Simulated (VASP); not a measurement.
# TiNi (P4/mmm) in VASP: notebook, part 2 of 2

VASP 6.6.1. Earlier steps stand in the parts before.

## Step 3: Single point, PBEsol (strain +0.000 along x and y, +0.050 along z)

INCAR

```
PREC = Accurate ; ENCUT = 520
EDIFF = 1E-6 ; ISMEAR = 0
SIGMA = 0.15 ; LREAL = False
LASPH = True ; NELM = 100
ALGO = Fast ; ISIF = 2
LWAVE = False ; LCHARG = False
GGA = PS ; NBANDS = 18
```

KPOINTS

```
Automatic mesh
0
Gamma
  18 18 14
```

POSCAR

```
TiNi
1.0
    2.7358030000      0.0000000000      0.0000000000
    0.0000000000      2.7358030000      0.0000000000
    0.0000000000      0.0000000000      3.7604805000
Ti Ni
1 1
Direct
    0.5000000000      0.5000000000      0.5000000000
    0.0000000000      0.0000000000      0.0000000000
```

Potentials or basis: VASP PAW PBE potentials, release 64 (Ti_sv, Ni).

Launch:

```bash
> cat potpaw_PBE.64/Ti_sv/POTCAR potpaw_PBE.64/Ni/POTCAR > POTCAR
> mpirun -np 1 vasp_std > vasp.out
```

It took 2.8 min on 1 thread of Intel Xeon 6975P-C, shared host; peak memory 0.33 GiB.

The run converged. Its results:

```yaml
Free_energy: -15.0572 eV
Pressure: -13.1 GPa
Band_gap_on_the_k_mesh: zero (band 11 reaches 10.50 eV, above the bottom of band 12 at 7.59 eV)
```

Stress tensor (GPa, compression positive):
```
-11.21   0.00   0.00
  0.00 -11.21   0.00
  0.00   0.00 -16.88
```

Levels at points of the mesh, in eV from the Fermi level:
| k point | band 8 | band 9 | band 10 | band 11 | band 12 | band 13 | band 14 | band 15 |
| --- | --- | --- | --- | --- | --- | --- | --- | --- |
| (0.00, 0.00, 0.00) | -1.62 | -1.62 | -0.98 | -0.39 | 0.50 | 2.85 | 2.85 | 3.04 |
| (0.50, 0.00, 0.00) | -2.27 | -1.48 | -1.29 | -0.85 | -0.31 | 0.55 | 1.65 | 2.65 |
| (0.50, 0.50, 0.00) | -3.04 | -0.57 | 0.13 | 1.96 | 1.96 | 2.44 | 2.45 | 2.45 |
| (0.00, 0.00, 0.50) | -1.64 | -1.41 | -1.41 | -0.99 | -0.94 | 1.38 | 2.06 | 2.06 |
| (0.50, 0.00, 0.50) | -1.70 | -1.62 | -0.10 | 0.04 | 0.06 | 0.61 | 2.21 | 2.90 |
| (0.50, 0.50, 0.50) | -2.32 | -1.36 | -1.18 | -1.18 | -0.57 | 2.55 | 4.33 | 7.03 |

Caveat: the cell differs from its parent crystal (strain +0.000 along x and y, +0.050 along z); the PAW data sets were made with another functional, which shifts forces and pressure a little.

## Step 4: Single point, PBEsol (strain +0.050 along x and y, -0.050 along z)

INCAR

```
SYSTEM = TiNi
PREC = Accurate
ENCUT = 520
EDIFF = 1E-6
ISMEAR = 0
SIGMA = 0.15
LREAL = .False.
LASPH = .True.
NELM = 60
ALGO = Fast
ISIF = 2
LWAVE = .False.
LCHARG = .False.
GGA = PS
NBANDS = 18
```

KPOINTS

```
regular mesh
0
Gamma
  18 18 14
  0 0 0
```

POSCAR

```
TiNi
1.0
    2.8725931500      0.0000000000      0.0000000000
    0.0000000000      2.8725931500      0.0000000000
    0.0000000000      0.0000000000      3.4023395000
Ti Ni
1 1
Direct
    0.5000000000      0.5000000000      0.5000000000
    0.0000000000      0.0000000000      0.0000000000
```

Launch:

```bash
> cat potpaw_PBE.64/Ti_sv/POTCAR potpaw_PBE.64/Ni/POTCAR > POTCAR
> mpirun -np 1 vasp_std > vasp.out
```

It took 3.4 min on 1 thread of Intel Xeon 6975P-C, shared host; peak memory 0.34 GiB.

It converged, with:

```yaml
Free_energy: -15.1158 eV
Pressure: -11.2 GPa
Band_gap_on_the_k_mesh: zero (band 11 reaches 10.14 eV, above the bottom of band 12 at 7.82 eV)
```

Stress tensor (GPa, compression positive):
```
-10.29   0.00   0.00
  0.00 -10.29   0.00
  0.00   0.00 -12.98
```

Levels at points of the mesh, in eV from the Fermi level:
| k point | band 8 | band 9 | band 10 | band 11 | band 12 | band 13 | band 14 | band 15 |
| --- | --- | --- | --- | --- | --- | --- | --- | --- |
| (0.00, 0.00, 0.00) | -1.88 | -1.88 | -1.42 | -0.01 | 0.68 | 2.57 | 2.57 | 2.82 |
| (0.50, 0.00, 0.00) | -2.22 | -1.76 | -1.53 | -0.45 | -0.27 | -0.06 | 1.15 | 2.23 |
| (0.50, 0.50, 0.00) | -2.99 | -0.93 | -0.15 | 1.40 | 1.40 | 1.78 | 2.06 | 2.06 |
| (0.00, 0.00, 0.50) | -1.72 | -1.72 | -1.30 | -1.29 | -0.91 | 1.36 | 1.36 | 2.32 |
| (0.50, 0.00, 0.50) | -2.14 | -1.56 | -0.54 | 0.07 | 0.41 | 0.42 | 2.13 | 2.53 |
| (0.50, 0.50, 0.50) | -2.27 | -1.65 | -1.65 | -1.33 | -0.92 | 2.65 | 3.58 | 6.22 |

Caveat: the cell differs from its parent crystal (strain +0.050 along x and y, -0.050 along z); the PAW data sets were made with another functional, which shifts forces and pressure a little. Spin polarisation is off, so any magnetic state and its effect on volume and gap are missing.

## Step 5: Single point, PBEsol (strain +0.050 along x and y, +0.050 along z)

INCAR

```
ALGO = Fast
EDIFF = 1E-6
ENCUT = 520
GGA = PS
ISIF = 2
ISMEAR = 0
LASPH = T
LCHARG = T
LELF = T
LREAL = F
LVHAR = T
LWAVE = F
NBANDS = 18
NELM = 100
PREC = Accurate
SIGMA = 0.15
```

KPOINTS

```
k-points
0
Gamma
  18 18 14
```

POSCAR: that of step 4 with these lines changed.

```diff
@@ -4,3 +4,3 @@
     0.0000000000      2.8725931500      0.0000000000
-    0.0000000000      0.0000000000      3.4023395000
+    0.0000000000      0.0000000000      3.7604805000
 Ti Ni
```

Potentials or basis: VASP PAW PBE potentials, release 64 (Ti_sv, Ni).

Launch:

```bash
> cat potpaw_PBE.64/Ti_sv/POTCAR potpaw_PBE.64/Ni/POTCAR > POTCAR
> mpirun -np 1 vasp_std > vasp.out
```

OUTCAR:

```text
EDIFF = 1E-6
   ENCUT = 520
   GGA = PS
   ISIF = 2
   ISMEAR = 0
   LASPH = T
   LREAL = F
   NELM = 100
   PREC = Accurate

 ion  position               nearest neighbor table
   1  0.500  0.500  0.500-   2 2.77   2 2.77   2 2.77   2 2.77   2 2.77   2 2.77   2 2.77   2 2.77

   2  0.000  0.000  0.000-   1 2.77   1 2.77   1 2.77   1 2.77   1 2.77   1 2.77   1 2.77   1 2.77

  LATTYP: Found a simple tetragonal cell.
 ALAT       =     2.8725931500
 C/A-ratio  =     1.3090891413

  Lattice vectors:

 A1 = (   2.8725931500,   0.0000000000,   0.0000000000)
[... 193 lines left out ...]
      6       4.2927      2.00000
[... 481 lines left out ...]
      5       2.7871      2.00000
      6       5.1012      2.00000
[... 10 lines left out ...]
     17      15.6906      0.00000
     18      17.7736      0.00000

 [... further k-points ...]
[... 5 lines left out ...]
  --------------------------------------------------------------------------------------
  -------------------------------------------------------------------------------------
  Total       -3.9047374     -3.9047374     -4.6508511      0.0000000      0.0000000     -0.0000000
  in kB     -201.6094265   -201.6094265   -240.1327745      0.0000000      0.0000000     -0.0000000
  external PRESSURE =    -214.4505425 kB  Pullay stress =       0.0000000 kB

 VOLUME and BASIS-vectors are now :
 -----------------------------------------------------------------------------
  energy-cutoff  :      520.00
  volume of cell :       31.03
      direct lattice vectors                 reciprocal lattice vectors
     2.872593150  0.000000000  0.000000000     0.348117519  0.000000000  0.000000000
     0.000000000  2.872593150  0.000000000     0.000000000  0.348117519  0.000000000
     0.000000000  0.000000000  3.760480500     0.000000000  0.000000000  0.265923464

 POSITION                                       TOTAL-FORCE (eV/Angst)
 -----------------------------------------------------------------------------------
      1.43630      1.43630      1.88024         0.000000      0.000000      0.000000
      0.00000      0.00000      0.00000         0.000000      0.000000      0.000000
 -----------------------------------------------------------------------------------
    total drift:                                0.000000      0.000000     -0.000000

  FREE ENERGIE OF THE ION-ELECTRON SYSTEM (eV)
  ---------------------------------------------------
  free  energy   TOTEN  =       -14.7672794440 eV

  energy  without entropy=      -14.7323895214  energy(sigma->0) =      -14.74983448
```

Wall time 4.2 min (1 thread of Intel Xeon 6975P-C, shared host); peak memory 0.36 GiB.

What came out:

| Property | Result |
| --- | --- |
| Free energy | -14.7673 eV |
| Pressure | -21.4 GPa |
| Band gap on the k mesh | zero (band 11 reaches 9.25 eV, above the bottom of band 12 at 6.67 eV) |

Levels at points of the mesh, in eV from the Fermi level:
```
           k point  band 8  band 9  band 10  band 11  band 12  band 13  band 14  band 15
(0.00, 0.00, 0.00)   -1.53   -1.53    -1.01    -0.23     0.53     2.41     2.41     2.79
(0.50, 0.00, 0.00)   -2.03   -1.40    -1.24    -0.56    -0.26     0.21     1.35     2.20
(0.50, 0.50, 0.00)   -2.68   -0.64     0.04     1.76     1.76     1.90     1.90     1.98
(0.00, 0.00, 0.50)   -1.39   -1.36    -1.36    -0.96    -0.82     1.49     1.63     1.63
(0.50, 0.00, 0.50)   -1.59   -1.55    -0.26     0.05     0.15     0.39     1.93     2.43
(0.50, 0.50, 0.50)   -2.02   -1.21    -1.14    -1.14    -0.64     2.26     3.57     6.04
```

Caveat: the cell differs from its parent crystal (strain +0.050 along x and y, +0.050 along z); the PAW data sets were made with another functional, which shifts forces and pressure a little.

## Step 6: The runs side by side

| cell | gap on the mesh (eV) | pressure (GPa) |
| --- | --- | --- |
| a = 2.736, b = 2.736, c = 3.402 Å, 2 atoms | none | 2.9 |
| a = 2.736, b = 2.736, c = 3.760 Å, 2 atoms | none | -13.1 |
| a = 2.873, b = 2.873, c = 3.402 Å, 2 atoms | none | -11.2 |
| a = 2.873, b = 2.873, c = 3.760 Å, 2 atoms | none | -21.4 |

Alike in all rows: task single point; level PBEsol; potentials or basis VASP PAW PBE potentials, release 64 (Ti_sv, Ni); no spin polarisation; k mesh 18 × 18 × 14; cutoff (eV) 520; smearing gaussian 0.15 eV.

Caveats: the PAW data sets were made with another functional, which shifts forces and pressure a little.

Total energies depend on the potentials used, so only differences within one code and one set of settings carry meaning.
